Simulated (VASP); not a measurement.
# FeClO (Pmmn) in VASP: a series of runs

The runs below take FeClO through single point, with LDA+U.

Program: VASP 6.6.1. These are calculated values, not measurements. Logs are shortened: lines on timing, memory, paths and dates and some standing lists are left out, and cuts for length are marked.

### 1 The cell of the first run

The structure is orthorhombic, space group Pmmn (No. 59). The conventional cell has a = 3.300 Å, b = 3.750 Å, c = 7.650 Å, α = 90.00°, β = 90.00°, γ = 90.00°. Within 2.5 Å of Fe (site symmetry mm2) lie 4 O at 1.88 to 2.15 Å and 2 Cl at 2.29 Å. Within 3.1 Å of Cl (site symmetry mm2) lie 2 Fe at 2.29 Å and 5 O at 2.97 to 3.02 Å. Within 2.5 Å of O (site symmetry mm2) lie 4 Fe at 1.88 to 2.15 Å.

### 2 Single point, LDA+U, collinear spin, ferromagnetic start

INCAR reads:

```
SYSTEM = FeClO
ALGO = Normal ; EDIFF = 1E-6
ENCUT = 520 ; ISIF = 2
ISMEAR = 0 ; ISPIN = 2
LASPH = .TRUE. ; LCHARG = .FALSE.
LDAU = .TRUE. ; LDAUJ = 0 0 0
LDAUL = 2 -1 -1 ; LDAUPRINT = 1
LDAUTYPE = 2 ; LDAUU = 1 0 0
LMAXMIX = 4 ; LORBIT = 11
LREAL = .FALSE. ; LWAVE = .FALSE.
MAGMOM = 5 5 0 0 0 0 ; NBANDS = 34
NELM = 150 ; PREC = Accurate
SIGMA = 0.05
```

KPOINTS reads:

```
k-points
0
G
  6 5 3
  0 0 0
```

POSCAR reads:

```
FeClO
1.0
    3.3000005800      0.0000000000      0.0000000000
    0.0000000000      3.7500006600      0.0000000000
    0.0000000000      0.0000000000      7.6500013500
Fe Cl O
2 2 2
Direct
    0.5000000000      0.0000000000      0.0970000000
    0.0000000000      0.5000000000      0.9030000000
    0.0000000000      0.0000000000      0.3050000000
    0.5000000000      0.5000000000      0.6950000000
    0.0000000000      0.0000000000      0.9170000000
    0.5000000000      0.5000000000      0.0830000000
```

Potentials or basis: VASP PAW LDA potentials, release 64 (Fe, Cl, O).

Started as:

```sh
$ cat potpaw_LDA.64/Fe/POTCAR potpaw_LDA.64/Cl/POTCAR potpaw_LDA.64/O/POTCAR > POTCAR
$ mpirun -np 1 vasp_std > vasp.out
```

OUTCAR:

```text
SYSTEM = FeClO
   EDIFF = 1E-6
   ENCUT = 520
   ISIF = 2
   ISMEAR = 0
   ISPIN = 2
   LASPH = .TRUE.
   LORBIT = 11
   LREAL = .FALSE.
   NELM = 150
   PREC = Accurate

 ion  position               nearest neighbor table
   1  0.500  0.000  0.097-   6 1.88   6 1.88   5 2.15   5 2.15   3 2.29   3 2.29   2 2.91   2 2.91
                             2 2.91   2 2.91
   2  0.000  0.500  0.903-   5 1.88   5 1.88   6 2.15   6 2.15   4 2.29   4 2.29   1 2.91   1 2.91
                             1 2.91   1 2.91
   3  0.000  0.000  0.305-   1 2.29   1 2.29
   4  0.500  0.500  0.695-   2 2.29   2 2.29
   5  0.000  0.000  0.917-   2 1.88   2 1.88   1 2.15   1 2.15
   6  0.500  0.500  0.083-   1 1.88   1 1.88   2 2.15   2 2.15

  LATTYP: Found a simple orthorhombic cell.
 ALAT       =     3.3000005800
 B/A-ratio  =     1.1363636366
 C/A-ratio  =     2.3181818198

  Lattice vectors:

 A1 = (   3.3000005800,   0.0000000000,   0.0000000000)
 A2 = (   0.0000000000,   3.7500006600,   0.0000000000)
 A3 = (   0.0000000000,   0.0000000000,   7.6500013500)

Analysis of symmetry for initial positions (statically):
=====================================================================
 Subroutine PRICEL returns:
 Original cell was already a primitive cell.

 Routine SETGRP: Setting up the symmetry group for a
 simple orthorhombic supercell.

 Subroutine GETGRP returns: Found  8 space group operations
 (whereof  4 operations were pure point group operations)
 out of a pool of  8 trial point group operations.

The static configuration has the point symmetry C_2v.
 The point group associated with its full space group is D_2h.

Analysis of symmetry for dynamics (positions and initial velocities):
=====================================================================
 Subroutine PRICEL returns:
 Original cell was already a primitive cell.

 Routine SETGRP: Setting up the symmetry group for a
 simple orthorhombic supercell.

 Subroutine GETGRP returns: Found  8 space group operations
 (whereof  4 operations were pure point group operations)
 out of a pool of  8 trial point group operations.

The dynamic configuration has the point symmetry C_2v.
 The point group associated with its full space group is D_2h.

Analysis of structural, dynamic, and magnetic symmetry:
=====================================================================
 Subroutine PRICEL returns:
 Original cell was already a primitive cell.

 Routine SETGRP: Setting up the symmetry group for a
 simple orthorhombic supercell.

 Subroutine GETGRP returns: Found  8 space group operations
 (whereof  4 operations were pure point group operations)
 out of a pool of  8 trial point group operations.

The overall configuration has the point symmetry C_2v.
 The point group associated with its full space group is D_2h.

 Subroutine INISYM returns: Found  8 space group operations
 (whereof  4 operations are pure point group operations),
 and found     1 'primitive' translations

----------------------------------------------------------------------------------------

                                     Primitive cell

  volume of cell :      94.6688

  direct lattice vectors                    reciprocal lattice vectors
     3.300000580  0.000000000  0.000000000     0.303030250  0.000000000  0.000000000
     0.000000000  3.750000660  0.000000000     0.000000000  0.266666620  0.000000000
     0.000000000  0.000000000  7.650001350     0.000000000  0.000000000  0.130718931

  length of vectors
     3.300000580  3.750000660  7.650001350     0.303030250  0.266666620  0.130718931

  position of ions in fractional coordinates (direct lattice)
     0.500000000  0.000000000  0.097000000
     0.000000000  0.500000000  0.903000000
     0.000000000  0.000000000  0.305000000
     0.500000000  0.500000000  0.695000000
     0.000000000  0.000000000  0.917000000
     0.500000000  0.500000000  0.083000000

  ion indices of the primitive-cell ions
   primitive index   ion index
                 1           1
                 2           2
                 3           3
                 4           4
                 5           5
                 6           6

[... 108 lines left out ...]
  volume of cell :       94.67
 maximum number of plane-waves:      2566
 NGX is ok and might be reduce to    28
   NGX = 13   NGY = 13   NGZ = 29

 number of electron      42.0000000 magnetization      10.0000000

atom =   1  type =  1  l = 2

 onsite density matrix

spin component  1

  0.9679  0.0000  0.0000  0.0000  0.0000
  0.0000  0.9676  0.0000  0.0000  0.0000
  0.0000  0.0000  0.9313  0.0000 -0.0369
  0.0000  0.0000  0.0000  1.0005  0.0000
  0.0000  0.0000 -0.0369  0.0000  0.8843

spin component  2

  0.2424  0.0000  0.0000  0.0000  0.0000
  0.0000  0.2519  0.0000  0.0000  0.0000
  0.0000  0.0000  0.2607  0.0000  0.0676
  0.0000  0.0000  0.0000  0.2889  0.0000
  0.0000  0.0000  0.0676  0.0000  0.2759

 occupancies and eigenvectors

  o =  0.2003  v =  0.0000  0.0000  0.0000  0.0000  0.0000  0.0000  0.0000 -0.7456  0.0000  0.6664      0.0000  0.0000  0.0000  0.0000  0.0000  0.0000  0.0000  0.0000  0.0000  0.0000
  o =  0.2424  v =  0.0000  0.0000  0.0000  0.0000  0.0000  1.0000  0.0000  0.0000  0.0000  0.0000      0.0000  0.0000  0.0000  0.0000  0.0000  0.0000  0.0000  0.0000  0.0000  0.0000
  o =  0.2519  v =  0.0000  0.0000  0.0000  0.0000  0.0000  0.0000  1.0000  0.0000  0.0000  0.0000      0.0000  0.0000  0.0000  0.0000  0.0000  0.0000  0.0000  0.0000  0.0000  0.0000
  o =  0.2889  v =  0.0000  0.0000  0.0000  0.0000  0.0000  0.0000  0.0000  0.0000 -1.0000  0.0000      0.0000  0.0000  0.0000  0.0000  0.0000  0.0000  0.0000  0.0000  0.0000  0.0000
  o =  0.3364  v =  0.0000  0.0000  0.0000  0.0000  0.0000  0.0000  0.0000 -0.6664  0.0000 -0.7456      0.0000  0.0000  0.0000  0.0000  0.0000  0.0000  0.0000  0.0000  0.0000  0.0000
  o =  0.8641  v =  0.0000  0.0000 -0.4809  0.0000 -0.8768  0.0000  0.0000  0.0000  0.0000  0.0000      0.0000  0.0000  0.0000  0.0000  0.0000  0.0000  0.0000  0.0000  0.0000  0.0000
  o =  0.9516  v =  0.0000  0.0000 -0.8768  0.0000  0.4809  0.0000  0.0000  0.0000  0.0000  0.0000      0.0000  0.0000  0.0000  0.0000  0.0000  0.0000  0.0000  0.0000  0.0000  0.0000
  o =  0.9676  v =  0.0000  1.0000  0.0000  0.0000  0.0000  0.0000  0.0000  0.0000  0.0000  0.0000      0.0000  0.0000  0.0000  0.0000  0.0000  0.0000  0.0000  0.0000  0.0000  0.0000
  o =  0.9679  v =  1.0000  0.0000  0.0000  0.0000  0.0000  0.0000  0.0000  0.0000  0.0000  0.0000      0.0000  0.0000  0.0000  0.0000  0.0000  0.0000  0.0000  0.0000  0.0000  0.0000
  o =  1.0005  v =  0.0000  0.0000  0.0000  1.0000  0.0000  0.0000  0.0000  0.0000  0.0000  0.0000      0.0000  0.0000  0.0000  0.0000  0.0000  0.0000  0.0000  0.0000  0.0000  0.0000

atom =   2  type =  1  l = 2

 onsite density matrix

spin component  1

  0.9679  0.0000  0.0000  0.0000  0.0000
  0.0000  0.9676  0.0000  0.0000  0.0000
  0.0000  0.0000  0.9313  0.0000 -0.0369
  0.0000  0.0000  0.0000  1.0005  0.0000
  0.0000  0.0000 -0.0369  0.0000  0.8843

spin component  2

  0.2424  0.0000  0.0000  0.0000  0.0000
  0.0000  0.2519  0.0000  0.0000  0.0000
  0.0000  0.0000  0.2607  0.0000  0.0676
  0.0000  0.0000  0.0000  0.2889  0.0000
  0.0000  0.0000  0.0676  0.0000  0.2759

 occupancies and eigenvectors

  o =  0.2003  v =  0.0000  0.0000  0.0000  0.0000  0.0000  0.0000  0.0000 -0.7456  0.0000  0.6664      0.0000  0.0000  0.0000  0.0000  0.0000  0.0000  0.0000  0.0000  0.0000  0.0000
  o =  0.2424  v =  0.0000  0.0000  0.0000  0.0000  0.0000  1.0000  0.0000  0.0000  0.0000  0.0000      0.0000  0.0000  0.0000  0.0000  0.0000  0.0000  0.0000  0.0000  0.0000  0.0000
  o =  0.2519  v =  0.0000  0.0000  0.0000  0.0000  0.0000  0.0000  1.0000  0.0000  0.0000  0.0000      0.0000  0.0000  0.0000  0.0000  0.0000  0.0000  0.0000  0.0000  0.0000  0.0000
  o =  0.2889  v =  0.0000  0.0000  0.0000  0.0000  0.0000  0.0000  0.0000  0.0000 -1.0000  0.0000      0.0000  0.0000  0.0000  0.0000  0.0000  0.0000  0.0000  0.0000  0.0000  0.0000
  o =  0.3364  v =  0.0000  0.0000  0.0000  0.0000  0.0000  0.0000  0.0000 -0.6664  0.0000 -0.7456      0.0000  0.0000  0.0000  0.0000  0.0000  0.0000  0.0000  0.0000  0.0000  0.0000
  o =  0.8641  v =  0.0000  0.0000 -0.4809  0.0000 -0.8768  0.0000  0.0000  0.0000  0.0000  0.0000      0.0000  0.0000  0.0000  0.0000  0.0000  0.0000  0.0000  0.0000  0.0000  0.0000
  o =  0.9516  v =  0.0000  0.0000 -0.8768  0.0000  0.4809  0.0000  0.0000  0.0000  0.0000  0.0000      0.0000  0.0000  0.0000  0.0000  0.0000  0.0000  0.0000  0.0000  0.0000  0.0000
  o =  0.9676  v =  0.0000  1.0000  0.0000  0.0000  0.0000  0.0000  0.0000  0.0000  0.0000  0.0000      0.0000  0.0000  0.0000  0.0000  0.0000  0.0000  0.0000  0.0000  0.0000  0.0000
  o =  0.9679  v =  1.0000  0.0000  0.0000  0.0000  0.0000  0.0000  0.0000  0.0000  0.0000  0.0000      0.0000  0.0000  0.0000  0.0000  0.0000  0.0000  0.0000  0.0000  0.0000  0.0000
  o =  1.0005  v =  0.0000  0.0000  0.0000  1.0000  0.0000  0.0000  0.0000  0.0000  0.0000  0.0000      0.0000  0.0000  0.0000  0.0000  0.0000  0.0000  0.0000  0.0000  0.0000  0.0000

 number of electron      42.0000007 magnetization       8.3680669

 Free energy of the ion-electron system (eV)
  ---------------------------------------------------
  ext. energy  EPLUGINS =         0.00000000
  ---------------------------------------------------
  free energy    TOTEN  =       -38.02169951 eV

  energy without entropy =      -38.01321692  energy(sigma->0) =      -38.01745822

 E-fermi :   2.1340     XC(G=0): -10.1938

 val. band max:        2.1247913611   @ k =   0.0000   0.4000   0.3333
 cond. band min:       2.1388358420   @ k =   0.1667   0.2000   0.0000
 fundamental gap:      0.0140444809
 Fermi energy:         2.1339616531

 spin component 1

 k-point     1 :       0.0000    0.0000    0.0000
  band No.  band energies     occupation
      1     -17.3433      1.00000
      2     -16.2848      1.00000
      3     -12.8570      1.00000
      4     -12.8399      1.00000
      5      -4.1969      1.00000
      6      -3.9695      1.00000
[... 853 lines left out ...]
     32      11.8066      0.00000
     33      12.6423      0.00000
 Fermi energy:         2.1339616531

 spin component 2

 k-point     1 :       0.0000    0.0000    0.0000
  band No.  band energies     occupation
      1     -16.7649      1.00000
      2     -15.6241      1.00000
      3     -12.5475      1.00000
      4     -12.5292      1.00000
      5      -3.4177      1.00000
      6      -2.7705      1.00000
[... 853 lines left out ...]
     32      12.3058      0.00000
     33      13.4158      0.00000
 [bands above 33 left out]

------------------------ aborting loop because EDIFF is reached ----------------------------------------

  FORCE on cell =-STRESS in cart. coord.  units (eV):
  Direction    XX          YY          ZZ          XY          YZ          ZX
  --------------------------------------------------------------------------------------
  -------------------------------------------------------------------------------------
  Total       -1.3695945     -0.1468584      1.1460113      0.0000000      0.0000000      0.0000000
  in kB      -23.1790549     -2.4854354     19.3951269      0.0000000      0.0000000      0.0000000
  external PRESSURE =      -2.0897878 kB  Pullay stress =       0.0000000 kB

 VOLUME and BASIS-vectors are now :
 -----------------------------------------------------------------------------
  energy-cutoff  :      520.00
  volume of cell :       94.67
      direct lattice vectors                 reciprocal lattice vectors
     3.300000580  0.000000000  0.000000000     0.303030250  0.000000000  0.000000000
     0.000000000  3.750000660  0.000000000     0.000000000  0.266666620  0.000000000
     0.000000000  0.000000000  7.650001350     0.000000000  0.000000000  0.130718931

 POSITION                                       TOTAL-FORCE (eV/Angst)
 -----------------------------------------------------------------------------------
      1.65000      0.00000      0.74205         0.000000      0.000000     -0.155606
      0.00000      1.87500      6.90795         0.000000      0.000000      0.155606
      0.00000      0.00000      2.33325         0.000000      0.000000      0.622926
      1.65000      1.87500      5.31675         0.000000      0.000000     -0.622926
      0.00000      0.00000      7.01505         0.000000      0.000000      0.627204
      1.65000      1.87500      0.63495         0.000000      0.000000     -0.627204
 -----------------------------------------------------------------------------------
    total drift:                                0.000000     -0.000000     -0.000000

  FREE ENERGIE OF THE ION-ELECTRON SYSTEM (eV)
  ---------------------------------------------------
  free  energy   TOTEN  =       -38.0216995068 eV

  energy  without entropy=      -38.0132169243  energy(sigma->0) =      -38.01745822

 total charge

# of ion       s       p       d       tot
------------------------------------------
    1        0.391   0.571   6.044   7.005
    2        0.391   0.571   6.044   7.005
    3        1.604   3.482   0.000   5.087
    4        1.604   3.482   0.000   5.087
    5        1.562   3.413   0.000   4.975
    6        1.562   3.413   0.000   4.975
--------------------------------------------------
tot          7.115  14.931  12.087  34.134

 magnetization (x)

# of ion       s       p       d       tot
------------------------------------------
    1        0.017   0.027   3.433   3.477
    2        0.017   0.027   3.433   3.477
    3        0.009   0.212   0.000   0.221
    4        0.009   0.212   0.000   0.221
    5        0.021   0.276   0.000   0.297
    6        0.021   0.276   0.000   0.297
--------------------------------------------------
tot          0.093   1.030   6.865   7.989
```

It took 1.8 min on 1 thread of AMD EPYC 9R45 (Zen 5), shared host; peak memory 0.22 GiB.

Results:

```
Free energy                                           : -38.0217 eV
Pressure                                              : -0.2 GPa
Largest force                                         : 0.627 eV/Å
Net moment                                            : 8.37 μB per cell
Site moments                                          : Fe +3.48; Cl +0.22; O +0.30 μB
Valence electrons inside the program's atomic spheres : Fe 7.00; Cl 5.09; O 4.97
```

Forces in eV/Å, atoms in the order of the input:
```
Fe   0.000  0.000 -0.156
Fe   0.000  0.000  0.156
Cl   0.000  0.000  0.623
Cl   0.000  0.000 -0.623
O    0.000  0.000  0.627
O    0.000  0.000 -0.627
```

Stress tensor (GPa, compression positive):
```
-2.32  0.00  0.00
 0.00 -0.25  0.00
 0.00  0.00  1.94
```

Eigenvalues of the final occupation matrices:
| site | spin | trace | eigenvalues |
| --- | --- | --- | --- |
| site 1 d | 1 | 4.75 | 0.86 0.95 0.97 0.97 1.00 |
| site 1 d | 2 | 1.32 | 0.20 0.24 0.25 0.29 0.34 |
| site 2 d | 1 | 4.75 | 0.86 0.95 0.97 0.97 1.00 |
| site 2 d | 2 | 1.32 | 0.20 0.24 0.25 0.29 0.34 |

Caveat: only a ferromagnetic start was run, and an antiferromagnetic order may lie lower in energy.

### 3 Single point, LDA+U, collinear spin, ferromagnetic start

INCAR reads:

```
  PREC = Accurate
  ENCUT = 520
  EDIFF = 1E-7
  ISMEAR = 0
  SIGMA = 0.05
  LREAL = False
  LASPH = True
  NELM = 150
  ALGO = Fast
  ISIF = 2
  LWAVE = False
  LCHARG = False
  ISPIN = 2
  MAGMOM = 3.5 3.5 0.24 0.24 0.33 0.33
  LORBIT = 11
  LMAXMIX = 4
  LDAU = True
  LDAUTYPE = 2
  LDAUL = 2 -1 -1
  LDAUU = 1 0 0
  LDAUJ = 0 0 0
  LDAUPRINT = 1
  GGA = CA
  NBANDS = 34
```

KPOINTS reads:

```
Automatic mesh
0
Gamma
  6 5 3
```

POSCAR is that of step 2.

Potentials or basis: VASP PAW LDA potentials, release 64 (Fe, Cl, O).

Started as:

```sh
$ cat potpaw_LDA.64/Fe/POTCAR potpaw_LDA.64/Cl/POTCAR potpaw_LDA.64/O/POTCAR > POTCAR
$ mpirun -np 1 vasp_std > vasp.out
```

Wall time 2.2 min (1 thread of AMD EPYC 9R45 (Zen 5), shared host); peak memory 0.22 GiB.

Results (log left out):

| Item | Value |
| --- | --- |
| Free energy | -38.0217 eV |
| Pressure | -0.2 GPa |
| Largest force | 0.627 eV/Å |
| Net moment | 8.37 μB per cell |
| Site moments | Fe +3.48; Cl +0.22; O +0.30 μB |
| Valence electrons inside the program's atomic spheres | Fe 7.00; Cl 5.09; O 4.97 |

Forces on the atoms (eV/Å):
```
Fe   0.000  0.000 -0.155
Fe   0.000  0.000  0.155
Cl   0.000  0.000  0.622
Cl   0.000  0.000 -0.622
O    0.000  0.000  0.627
O    0.000  0.000 -0.627
```

Stress tensor (GPa, compression positive):
```
-2.28  0.00  0.00
 0.00 -0.17  0.00
 0.00  0.00  1.97
```

Levels at points of the mesh, in eV from the Fermi level:
Spin up:
| k point | band 22 | band 23 | band 24 | band 25 | band 26 | band 27 | band 28 | band 29 | band 30 | band 31 |
| --- | --- | --- | --- | --- | --- | --- | --- | --- | --- | --- |
| (0.00, 0.00, 0.00) | -1.40 | -1.31 | -1.31 | -0.46 | -0.13 | 4.85 | 7.33 | 7.81 | 7.88 | 8.99 |
| (0.50, 0.00, 0.00) | -1.74 | -1.32 | -1.32 | -0.71 | -0.71 | 7.21 | 7.21 | 8.73 | 8.73 | 9.95 |
Spin down:
```tsv
k point	band 13	band 14	band 15	band 16	band 17	band 18	band 19	band 20	band 21	band 22
(0.00, 0.00, 0.00)	-2.14	-1.75	-1.46	-1.43	-0.70	-0.25	0.14	0.34	0.45	0.68
(0.50, 0.00, 0.00)	-2.25	-2.25	-1.86	-1.86	-0.34	-0.34	0.33	0.33	0.62	0.62
```

Eigenvalues of the final occupation matrices:
```csv
site,spin,trace,eigenvalues
site 1 d,1,4.75,0.86 0.95 0.97 0.97 1.00
site 1 d,2,1.32,0.20 0.24 0.25 0.29 0.34
site 2 d,1,4.75,0.86 0.95 0.97 0.97 1.00
site 2 d,2,1.32,0.20 0.24 0.25 0.29 0.34
```

Caveat: only a ferromagnetic start was run, and an antiferromagnetic order may lie lower in energy. The state reached can hang on the start; a lower one may exist.
